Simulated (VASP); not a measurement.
# Cl (P6_3/mmc) in VASP: a series of runs

The runs below take Cl through single point, with PBE.

Program: VASP 6.6.1. These are calculated values, not measurements. Logs are shortened: lines on timing, memory, paths and dates and some standing lists are left out, and cuts for length are marked.

## Step 1: The cell of the first run

Symmetry: P6_3/mmc, No. 194, hexagonal system. The conventional cell has a = 3.680 Å, b = 3.680 Å, c = 3.843 Å, α = 90.00°, β = 90.00°, γ = 120.00°. Cl (site symmetry -6m2) has 12 Cl at 2.86 to 3.68 Å within 3.8 Å.

## Step 2: Single point, PBE

The input, INCAR:

```
PREC = Accurate ; ENCUT = 520
EDIFF = 1E-6 ; ISMEAR = -1
SIGMA = 0.02 ; LREAL = False
LASPH = True ; NELM = 60
ALGO = Normal ; ISIF = 2
LWAVE = False ; LCHARG = False
GGA = PE ; NBANDS = 14
```

The input, KPOINTS:

```
regular mesh
0
Gamma
  8 8 7
```

The input, POSCAR:

```
Cl
1.0
    3.6797870974      0.0000000000      0.0000000000
   -1.8398935487      3.1867891069      0.0000000000
    0.0000000000      0.0000000000      3.8427734639
Cl
2
Direct
    0.3333333333      0.6666666667      0.2500000000
    0.6666666667      0.3333333333      0.7500000000
```

Potentials or basis: VASP PAW PBE potentials, release 64 (Cl).

On the command line:

```console
$ cat potpaw_PBE.64/Cl/POTCAR > POTCAR
$ mpirun -np 1 vasp_std > vasp.out
```

OUTCAR:

```text
PREC = Accurate
   ENCUT = 520
   EDIFF = 1E-6
   ISMEAR = -1
   LREAL = False
   LASPH = True
   NELM = 60
   ISIF = 2
   GGA = PE

 ion  position               nearest neighbor table
   1  0.333  0.667  0.250-
   2  0.667  0.333  0.750-

  LATTYP: Found a hexagonal cell.
 ALAT       =     3.6797870974
 C/A-ratio  =     1.0442923360

  Lattice vectors:

 A1 = (   3.6797870974,   0.0000000000,   0.0000000000)
 A2 = (  -1.8398935487,   3.1867891069,   0.0000000000)
 A3 = (   0.0000000000,   0.0000000000,   3.8427734639)

Analysis of symmetry for initial positions (statically):
=====================================================================
 Subroutine PRICEL returns:
 Original cell was already a primitive cell.

 Routine SETGRP: Setting up the symmetry group for a
 hexagonal supercell.

 Subroutine GETGRP returns: Found 24 space group operations
 (whereof 12 operations were pure point group operations)
 out of a pool of 24 trial point group operations.

The static configuration has the point symmetry D_3d.
 The point group associated with its full space group is D_6h.

Analysis of symmetry for dynamics (positions and initial velocities):
=====================================================================
 Subroutine PRICEL returns:
 Original cell was already a primitive cell.

 Routine SETGRP: Setting up the symmetry group for a
 hexagonal supercell.

 Subroutine GETGRP returns: Found 24 space group operations
 (whereof 12 operations were pure point group operations)
 out of a pool of 24 trial point group operations.

The dynamic configuration has the point symmetry D_3d.
 The point group associated with its full space group is D_6h.

 Subroutine INISYM returns: Found 24 space group operations
 (whereof 12 operations are pure point group operations),
 and found     1 'primitive' translations

----------------------------------------------------------------------------------------

                                     Primitive cell

  volume of cell :      45.0631

  direct lattice vectors                    reciprocal lattice vectors
     3.679787097  0.000000000  0.000000000     0.271754853  0.156897737  0.000000000
    -1.839893549  3.186789107  0.000000000     0.000000000  0.313795475  0.000000000
     0.000000000  0.000000000  3.842773464     0.000000000  0.000000000  0.260228715

  length of vectors
     3.679787097  3.679787097  3.842773464     0.313795475  0.313795475  0.260228715

  position of ions in fractional coordinates (direct lattice)
     0.333333333  0.666666667  0.250000000
     0.666666667  0.333333333  0.750000000

  ion indices of the primitive-cell ions
   primitive index   ion index
                 1           1
                 2           2

----------------------------------------------------------------------------------------

 KPOINTS: regular mesh

Automatic generation of k-mesh.
 Grid dimensions read from file:
 generate k-points for:    8    8    7

 Generating k-lattice:

  Cartesian coordinates                     Fractional coordinates (reciprocal lattice)
     0.033969357  0.019612217  0.000000000     0.125000000  0.000000000  0.000000000
     0.000000000  0.039224434  0.000000000     0.000000000  0.125000000  0.000000000
     0.000000000  0.000000000  0.037175531     0.000000000  0.000000000  0.142857143

  Length of vectors
     0.039224434  0.039224434  0.037175531

  Shift w.r.t. Gamma in fractional coordinates (k-lattice)
     0.000000000  0.000000000  0.000000000

 Subroutine IBZKPT returns following result:
 ===========================================

 Found     40 irreducible k-points:

 Following reciprocal coordinates:
            Coordinates               Weight
  0.000000  0.000000  0.000000      1.000000
  0.125000 -0.000000  0.000000      6.000000
  0.250000 -0.000000  0.000000      6.000000
  0.375000 -0.000000  0.000000      6.000000
  0.500000 -0.000000  0.000000      3.000000
  0.125000  0.125000  0.000000      6.000000
[... 16 lines left out ...]
  0.250000 -0.000000  0.285714     12.000000
  0.375000 -0.000000  0.285714     12.000000
 [... further k-points ...]
   k-points           NKPTS =     40   k-points in BZ     NKDIM =     40   number of bands    NBANDS=     14
   number of dos      NEDOS =    301   number of ions     NIONS =      2
   total plane-waves  NPLWV =  23520
   dimension x,y,z NGX =    28 NGY =   28 NGZ =   30
   dimension x,y,z NGXF=    56 NGYF=   56 NGZF=   60
   ions per type =               2
   NGX,Y,Z   is equivalent  to a cutoff of  12.65, 12.65, 12.98 a.u.
   NGXF,Y,Z  is equivalent  to a cutoff of  25.30, 25.30, 25.96 a.u.
 SYSTEM =  unknown system
   PREC   = accura    normal or accurate (medium, high low for compatibility)
   ISTART =      0    job   : 0-new  1-cont  2-samecut
   ICHARG =      2    charge: 1-file 2-atom 10-const
   ISPIN  =      1    spin polarized calculation?
   LNONCOLLINEAR =      F non collinear calculations
   LSORBIT =      F    spin-orbit coupling
   LASPH  =      T    aspherical Exc in radial PAW
   ENCUT  =  520.0 eV  38.22 Ry    6.18 a.u.   6.84  6.84  7.15*2*pi/ulx,y,z
   NELM   =     60;   NELMIN=  2; NELMDL= -5     # of ELM steps
   EDIFF  = 0.1E-05   stopping-criterion for ELM
   LREAL  =      F    real-space projection
   EDIFFG = 0.1E-04   stopping-criterion for IOM
   NSW    =      0    number of steps for IOM
   IBRION =     -1    ionic relax: 0-MD 1-quasi-New 2-CG
   NFREE  =      0    steps in history (QN), initial steepest desc. (CG)
   ISIF   =      2    stress and relaxation
   ISYM   =      2    0-nonsym 1-usesym 2-fastsym
   POTIM  = 0.5000    time-step for ionic-motion
   TEBEG  =    0.0;   TEEND  =   0.0 temperature during run
   PSTRESS=    0.0 pullay stress
   NELECT =      14.0000    total number of electrons
   NUPDOWN=      -1.0000    fix difference up-down
   EMIN   =  10.00;   EMAX   =-10.00  energy-range for DOS
   EFERMI =   0.00;   METHOD = LEGACY
   ISMEAR =    -1;   SIGMA  =   0.02  broadening in eV -4-tet -1-fermi 0-gaus
   EFERMI_NEDOS =   21; number of points for ismear=-14 and -15
   IALGO  =     38    algorithm
   IMIX   =      4    mixing-type and parameters
     AMIX     =   0.40;   BMIX     =  1.00
     AMIX_MAG =   1.60;   BMIX_MAG =  1.00
  volume/ion in A,a.u.               =      22.53       152.05
  Fermi-wavevector in a.u.,A,eV,Ry     =   1.108776  2.095283 16.726795  1.229385
  Thomas-Fermi vector in A             =   2.245308
   LORBIT       =      0    0 simple, 1 ext, 2 COOP (PROOUT), +10 PAW based schemes
   GGA     = PE    functional components
   LHFCALC =     F    Hartree Fock is set to
   AEXX    =    0.0000 exact exchange contribution
   IVDW    =     0    specifies the selected vdW correction
   LEPSILON=     F    determine dielectric tensor
   LRPA    =     F    only Hartree local field effects (RPA)
 non-spin polarized calculation
  energy-cutoff  :      520.00
  volume of cell :       45.06
 maximum number of plane-waves:      1224
 NGX is ok and might be reduce to    28
   NGX = 13   NGY = 13   NGZ = 15

 number of electron      14.0000002 magnetization

 Free energy of the ion-electron system (eV)
  ---------------------------------------------------
  ext. energy  EPLUGINS =         0.00000000
  ---------------------------------------------------
  free energy    TOTEN  =        -2.17913883 eV

  energy without entropy =       -2.17559956  energy(sigma->0) =       -2.17736919

 E-fermi :   1.6017     XC(G=0):  -9.1245

 val. band max:        1.5624316940   @ k =   0.3750   0.1250   0.1429
 cond. band min:       1.6022082092   @ k =   0.1250   0.1250   0.0000
 fundamental gap:      0.0397765152
 Fermi energy:         1.6017335726

 k-point     1 :       0.0000    0.0000    0.0000
  band No.  band energies     occupation
      1     -14.1429      2.00000
      2     -11.1017      2.00000
      3      -2.2621      2.00000
      4      -0.6719      2.00000
      5      -0.6719      2.00000
      6       1.3395      2.00000
      7       1.3395      2.00000
      8       2.3801      0.00000
      9       9.0989      0.00000
     10       9.9834      0.00000
     11      13.5663      0.00000
     12      13.5663      0.00000
     13      15.0802      0.00000
     14      15.0802      0.00000

 k-point     2 :       0.1250   -0.0000    0.0000
  band No.  band energies     occupation
      1     -14.0354      2.00000
      2     -11.1874      2.00000
      3      -2.1352      2.00000
      4      -0.8722      2.00000
      5      -0.8417      2.00000
      6       1.1193      2.00000
      7       1.4689      1.99739
      8       2.1702      0.00000
      9       9.4582      0.00000
     10      10.4903      0.00000
     11      12.8379      0.00000
     12      13.8508      0.00000
     13      14.7357      0.00000
     14      14.9545      0.00000

 k-point     3 :       0.2500   -0.0000    0.0000
  band No.  band energies     occupation
      1     -13.7330      2.00000
      2     -11.4408      2.00000
      3      -1.7729      2.00000
      4      -1.3327      2.00000
      5      -1.1761      2.00000
      6       0.7025      2.00000
      7       1.6161      0.65476
      8       1.6990      0.01536
      9       9.8457      0.00000
     10      11.4432      0.00000
     11      12.6792      0.00000
     12      14.1194      0.00000
     13      14.3202      0.00000
     14      14.7361      0.00000
[... 324 lines left out ...]
 k-point    23 :       0.2500   -0.0000    0.2857
  band No.  band energies     occupation
      1     -13.3303      2.00000
      2     -11.8889      2.00000
      3      -2.4799      2.00000
      4      -0.9451      2.00000
      5      -0.7160      2.00000
      6       0.3237      2.00000
      7       1.0648      2.00000
      8       2.0135      0.00000
      9      10.4228      0.00000
     10      12.0122      0.00000
     11      12.9236      0.00000
     12      13.1506      0.00000
     13      14.3870      0.00000
     14      15.6212      0.00000

 k-point    24 :       0.3750   -0.0000    0.2857
  band No.  band energies     occupation
      1     -12.9940      2.00000
      2     -12.0335      2.00000
      3      -2.8608      2.00000
      4      -1.6958      2.00000
      5      -0.9522      2.00000
      6       0.5252      2.00000
      7       1.0672      2.00000
      8       2.0707      0.00000
      9      10.3115      0.00000
     10      11.8598      0.00000
     11      13.8190      0.00000
     12      14.0743      0.00000
     13      15.6456      0.00000
     14      17.0101      0.00000

 [... further k-points ...]
[... 5 lines left out ...]
  --------------------------------------------------------------------------------------
  -------------------------------------------------------------------------------------
  Total        0.0394084      0.0394084      0.5447237      0.0000000     -0.0000000      0.0000000
  in kB        1.4011313      1.4011313     19.3671650      0.0000000     -0.0000000      0.0000000
  external PRESSURE =       7.3898092 kB  Pullay stress =       0.0000000 kB

 VOLUME and BASIS-vectors are now :
 -----------------------------------------------------------------------------
  energy-cutoff  :      520.00
  volume of cell :       45.06
      direct lattice vectors                 reciprocal lattice vectors
     3.679787097  0.000000000  0.000000000     0.271754853  0.156897737  0.000000000
    -1.839893549  3.186789107  0.000000000     0.000000000  0.313795475  0.000000000
     0.000000000  0.000000000  3.842773464     0.000000000  0.000000000  0.260228715

 POSITION                                       TOTAL-FORCE (eV/Angst)
 -----------------------------------------------------------------------------------
     -0.00000      2.12453      0.96069         0.000000      0.000000      0.000000
      1.83989      1.06226      2.88208        -0.000000     -0.000000      0.000000
 -----------------------------------------------------------------------------------
    total drift:                               -0.000000      0.000000     -0.000000

  FREE ENERGIE OF THE ION-ELECTRON SYSTEM (eV)
  ---------------------------------------------------
  free  energy   TOTEN  =        -2.1791388328 eV

  energy  without entropy=       -2.1755995560  energy(sigma->0) =       -2.17736919
```

Run time: 14 s. Hardware: 1 thread of Intel Xeon Platinum 8488C (Sapphire Rapids), shared host; peak memory 0.16 GiB.

What came out:

- Free energy: -2.1791 eV
- Pressure: 0.7 GPa
- Band gap on the k mesh: zero (band 7 reaches 2.15 eV, above the bottom of band 8 at 0.58 eV)

Stress tensor (GPa, compression positive):
```
0.14 0.00 0.00
0.00 0.14 0.00
0.00 0.00 1.94
```

Levels at points of the mesh, in eV from the Fermi level:
| k point | band 5 | band 6 | band 7 | band 8 | band 9 | band 10 |
| --- | --- | --- | --- | --- | --- | --- |
| (0.00, 0.00, 0.00) | -2.27 | -0.26 | -0.26 | 0.78 | 7.50 | 8.38 |
| (0.50, 0.00, 0.00) | -2.51 | -1.32 | -1.10 | 0.31 | 7.50 | 11.63 |

## Step 3: Single point, PBE

This run uses another cell than the first one, of 22.99 Å³/atom, 1.020 times its volume.

The input, INCAR:

```
  PREC = Accurate
  ENCUT = 520
  EDIFF = 1E-6
  ISMEAR = -1
  SIGMA = 0.02
  LREAL = False
  LASPH = True
  NELM = 60
  ALGO = Normal
  ISIF = 2
  LWAVE = False
  LCHARG = False
  GGA = PE
  NBANDS = 14
```

KPOINTS is that of step 2.

The input, POSCAR:

```
Cl
1.0
    3.7046512780      0.0000000000      0.0000000000
   -1.8523256390      3.2083221189      0.0000000000
    0.0000000000      0.0000000000      3.8687389371
Cl
2
Direct
    0.3333333333      0.6666666667      0.2500000000
    0.6666666667      0.3333333333      0.7500000000
```

Potentials or basis: VASP PAW PBE potentials, release 64 (Cl).

On the command line:

```console
$ cat potpaw_PBE.64/Cl/POTCAR > POTCAR
$ mpirun -np 1 vasp_std > vasp.out
```

OUTCAR:

```text
PREC = Accurate
   ENCUT = 520
   EDIFF = 1E-6
   ISMEAR = -1
   LREAL = False
   LASPH = True
   NELM = 60
   ISIF = 2
   GGA = PE

 ion  position               nearest neighbor table
   1  0.333  0.667  0.250-
   2  0.667  0.333  0.750-

  LATTYP: Found a hexagonal cell.
 ALAT       =     3.7046512780
 C/A-ratio  =     1.0442923360

  Lattice vectors:

 A1 = (   3.7046512780,   0.0000000000,   0.0000000000)
[... 583 lines left out ...]
      5      -1.1014      2.00000
      6       0.3296      2.00000
      7       0.8563      2.00000
      8       1.8254      0.00000
      9      10.1344      0.00000
     10      11.6432      0.00000
     11      13.5631      0.00000
     12      13.8606      0.00000
     13      15.3037      0.00000
     14      16.7333      0.00000

 [... further k-points ...]
[... 5 lines left out ...]
  --------------------------------------------------------------------------------------
  -------------------------------------------------------------------------------------
  Total       -0.1188537     -0.1188537      0.2731364      0.0000000      0.0000000      0.0000000
  in kB       -4.1412225     -4.1412225      9.5168993      0.0000000      0.0000000      0.0000000
  external PRESSURE =       0.4114847 kB  Pullay stress =       0.0000000 kB

 VOLUME and BASIS-vectors are now :
 -----------------------------------------------------------------------------
  energy-cutoff  :      520.00
  volume of cell :       45.98
      direct lattice vectors                 reciprocal lattice vectors
     3.704651278  0.000000000  0.000000000     0.269930940  0.155844701  0.000000000
    -1.852325639  3.208322119  0.000000000     0.000000000  0.311689401  0.000000000
     0.000000000  0.000000000  3.868738937     0.000000000  0.000000000  0.258482161

 POSITION                                       TOTAL-FORCE (eV/Angst)
 -----------------------------------------------------------------------------------
     -0.00000      2.13888      0.96718         0.000000      0.000000      0.000000
      1.85233      1.06944      2.90155        -0.000000     -0.000000      0.000000
 -----------------------------------------------------------------------------------
    total drift:                               -0.000000      0.000000     -0.000000

  FREE ENERGIE OF THE ION-ELECTRON SYSTEM (eV)
  ---------------------------------------------------
  free  energy   TOTEN  =        -2.1817293759 eV

  energy  without entropy=       -2.1779832722  energy(sigma->0) =       -2.17985632
```

stdout:

```text
POSCAR found type information on POSCAR Cl
 POSCAR found :  1 types and       2 ions
 scaLAPACK will be used
 LDA part: xc-table for (Slater+PW92), standard interpolation
 POSCAR, INCAR and KPOINTS ok, starting setup
 FFT: planning ... GRIDC
 FFT: planning ... GRID_SOFT
 FFT: planning ... GRID
 WAVECAR not read
 entering main loop
```

It took 15 s on 1 thread of Intel Xeon Platinum 8488C (Sapphire Rapids), shared host; peak memory 0.15 GiB.

Results:

| Item | Value |
| --- | --- |
| Free energy | -2.1817 eV |
| Pressure | 0.0 GPa |
| Band gap on the k mesh | zero (band 7 reaches 1.90 eV, above the bottom of band 8 at 0.38 eV) |

Stress tensor (GPa, compression positive):
```
-0.41  0.00  0.00
 0.00 -0.41  0.00
 0.00  0.00  0.95
```

## Step 4: Single point, PBE

This run uses another cell than the first one, of 23.45 Å³/atom, 1.041 times its volume.

The input, INCAR:

```
SYSTEM = Cl
PREC     = Accurate       ! precision mode
ENCUT    = 520            ! plane-wave cutoff, eV
EDIFF    = 1E-6           ! SCF threshold, eV
ISMEAR   = -1             ! smearing method
SIGMA    = 0.02           ! smearing width, eV
LREAL    = .False.        ! projectors in reciprocal space
LASPH    = .True.         ! aspherical terms in the spheres
NELM     = 60             ! most SCF steps
ALGO     = Normal         ! electronic algorithm
ISIF     = 2              ! what is computed and relaxed
LWAVE    = .False.        ! write WAVECAR
LCHARG   = .False.        ! write CHGCAR
GGA      = PE             ! functional
NBANDS   = 14             ! bands
```

The input, KPOINTS:

```
regular mesh
0
Gamma
  8 8 6
  0 0 0
```

The input, POSCAR:

```
Cl
1.0
    3.7291861074      0.0000000000      0.0000000000
   -1.8645930537      3.2295699044      0.0000000000
    0.0000000000      0.0000000000      3.8943604714
Cl
2
Direct
    0.3333333333      0.6666666667      0.2500000000
    0.6666666667      0.3333333333      0.7500000000
```

On the command line:

```console
$ cat potpaw_PBE.64/Cl/POTCAR > POTCAR
$ mpirun -np 1 vasp_std > vasp.out
```

It took 15 s on 1 thread of Intel Xeon Platinum 8488C (Sapphire Rapids), shared host; peak memory 0.15 GiB.

Results (log left out):

```
Free energy            : -2.1784 eV
Pressure               : -0.5 GPa
Band gap on the k mesh : zero (band 7 reaches 1.81 eV, above the bottom of band 8 at -0.03 eV)
```

Stress tensor (GPa, compression positive):
```
-0.57  0.00  0.00
 0.00 -0.57  0.00
 0.00  0.00 -0.42
```

Levels at points of the mesh, in eV from the Fermi level:
```tsv
k point	band 3	band 4	band 5	band 6	band 7	band 8	band 9	band 10	band 11	band 12
(0.00, 0.00, 0.00)	-3.65	-2.14	-2.14	-0.24	-0.24	0.71	7.69	8.27	12.00	12.00
(0.50, 0.00, 0.00)	-3.32	-2.96	-2.37	-1.25	-1.04	0.28	7.69	11.52	11.77	11.96
(0.00, 0.00, 0.50)	-1.95	-1.95	-1.18	-1.18	-1.18	-1.18	10.43	10.43	10.90	10.90
(0.50, 0.00, 0.50)	-4.35	-4.35	-1.58	-1.58	0.14	0.14	9.71	9.71	14.48	14.48
```

## Step 5: Overview

| cell | k mesh | gap on the mesh (eV) | pressure (GPa) |
| --- | --- | --- | --- |
| a = 3.680, b = 3.680, c = 3.843 Å, angles 90.0, 90.0, 120.0°, 2 atoms | 8 × 8 × 7 | none | 0.7 |
| a = 3.705, b = 3.705, c = 3.869 Å, angles 90.0, 90.0, 120.0°, 2 atoms | 8 × 8 × 7 | none | 0.0 |
| a = 3.729, b = 3.729, c = 3.894 Å, angles 90.0, 90.0, 120.0°, 2 atoms | 8 × 8 × 6 | none | -0.5 |

Alike in all rows: task single point; level PBE; potentials or basis VASP PAW PBE potentials, release 64 (Cl); no spin polarisation; cutoff (eV) 520; smearing fermi-dirac 0.02 eV.

Total energies depend on the potentials used, so only differences within one code and one set of settings carry meaning.
